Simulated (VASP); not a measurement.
Runs of VASP 6.6.1 on InP. The structure is that of space group I-4m2 (No. 119), or close to it. The cells are those of the table. 

```tsv
cell	gap on the mesh (eV)	pressure (GPa)
a = 4.282, b = 3.878 Å, angles 63.1, 53.8, 63.1°, 2 atoms	-	-0.7
a = 4.053, b = 4.290 Å, angles 58.0, 63.9, 58.0°, 2 atoms	0.24	-0.4
a = 4.016, b = 4.252 Å, angles 58.0, 63.9, 58.0°, 2 atoms	0.38	1.6
a = 4.182, b = 3.921 Å, angles 62.0, 55.9, 62.0°, 2 atoms	0.43	(b)
a = 3.994, b = 4.339 Å, angles 57.1, 65.8, 57.1°, 2 atoms	(c)	(a)
```

Alike in all rows: task single point; level LDA; potentials or basis VASP PAW LDA potentials, release 64 (In_d, P); no spin polarisation; k mesh 12 × 12 × 12; cutoff (eV) 520; smearing gaussian 0.05 eV.

Q: Estimate the missing entries.

A: (a) 1.0; (b) 1.7; (c) 0.22.

Caveats: spin-orbit coupling is left out, which moves the levels of the heavy elements.

A k mesh can miss the band edges, and the runs leave out spin-orbit coupling on In.
